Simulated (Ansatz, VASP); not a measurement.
## WS2 in VASP and in Ansatz

Contents of POSCAR:

```
WS2
1.0
    3.1699462934      0.0000000000      0.0000000000
   -1.5849731467      2.7452540187      0.0000000000
    0.0000000000      0.0000000000     12.2412491414
W S
2 4
Direct
    0.3333333333      0.6666666667      0.2500000000
    0.6666666667      0.3333333333      0.7500000000
    0.6666666667      0.3333333333      0.3774580259
    0.6666666667      0.3333333333      0.1225419741
    0.3333333333      0.6666666667      0.8774580259
    0.3333333333      0.6666666667      0.6225419741
```

File INCAR.step1:

```
SYSTEM = WS2
PREC = Accurate
ENCUT = 550
ISMEAR = -1
SIGMA = 0.02
LREAL = .False.
LASPH = .True.
NELM = 200
MAGMOM = 0 0 0 0 0 0 0 0 0 0 0 0 0 0 0 0 0 0
LSORBIT = .True.
GGA_COMPAT = .False.
LMAXMIX = 4
NBANDS = 68
GGA = PE
ALGO = Normal
EDIFF = 1E-5
LWAVE = .True.
LCHARG = .False.
KPAR = 4
```

Contents of INCAR.step2:

```
SYSTEM = WS2
PREC = Accurate
ENCUT = 550
EDIFF = 1E-6
ISMEAR = -1
SIGMA = 0.02
LREAL = .False.
LASPH = .True.
NELM = 200
ALGO = Normal
ISIF = 2
LWAVE = .False.
LCHARG = .False.
MAGMOM = 0 0 0 0 0 0 0 0 0 0 0 0 0 0 0 0 0 0
LORBIT = 11
LSORBIT = .True.
GGA_COMPAT = .False.
LORBMOM = .True.
LMAXMIX = 4
METAGGA = R2SCAN
LMIXTAU = .True.
NBANDS = 68
ISTART = 1
KPAR = 4
```

Contents of KPOINTS:

```
regular mesh
0
Gamma
  12 12 2
  0 0 0
```

Input for Ansatz:

```yaml
crystal:
  lattice:
    - [3.1699462934, 0.0, 0.0]
    - [-1.5849731467, 2.7452540187, 0.0]
    - [0.0, 0.0, 12.2412491414]
  atoms:
    - { symbol: W, position: [0.3333333333, 0.6666666667, 0.25] }
    - { symbol: W, position: [0.6666666667, 0.3333333333, 0.75] }
    - { symbol: S, position: [0.6666666667, 0.3333333333, 0.3774580259] }
    - { symbol: S, position: [0.6666666667, 0.3333333333, 0.1225419741] }
    - { symbol: S, position: [0.3333333333, 0.6666666667, 0.8774580259] }
    - { symbol: S, position: [0.3333333333, 0.6666666667, 0.6225419741] }
kpoints:
  mp_grid: { grid: [12, 12, 2] }
  band_path:
    path:
      - [0.0, 0.0, 0.0]
      - [0.5, 0.0, 0.0]
      - [0.3333333333, 0.3333333333, 0.0]
      - [0.0, 0.0, 0.5]
      - [0.5, 0.0, 0.5]
      - [0.3333333333, 0.3333333333, 0.5]
      - [0.174479, 0.174479, 0.0]
    npoints: 1
hamiltonian:
  xc: r2scan
scf:
  occupations: { method: fermi_dirac, width: 0.02 }
  n_extra_bands: 10
magnetization:
  noncollinear: true
  spin_orbit: true
output:
  forces: true
  stress: true
  eigenvalues: true
```

Change from the starting cell: uniaxial_z strain -2.0%.

Alike in both runs: task single point; functional r2SCAN; k mesh 12 × 12 × 2; occupations fermi-dirac, width 0.02 eV; non-collinear spin, spin-orbit coupling.

|  | VASP | Ansatz |
| --- | --- | --- |
| version | VASP 6.6.1 | Ansatz 0.2.0 |
| potentials or method | VASP PAW PBE potentials, release 64 (W_sv, S) | plane waves, PAW |
| plane-wave cutoff (eV) | 550 | 500 |
| valence electrons in the cell | 52 | 52 |

|  | VASP | Ansatz | Ansatz less VASP |
| --- | --- | --- | --- |
| pressure (GPa) | 2.3 | 1.8 | -0.54 |
| traceless stress, the component that is largest in VASP (GPa) | 0.39 | 0.53 | +0.136 |
| rms of the force components (eV/Å) | 0.003 | 0.027 | +0.0247 |

VASP's potentials were made for PBE, not for r2SCAN. Atom by atom the forces differ by 0.025 eV/Å (rms over components).
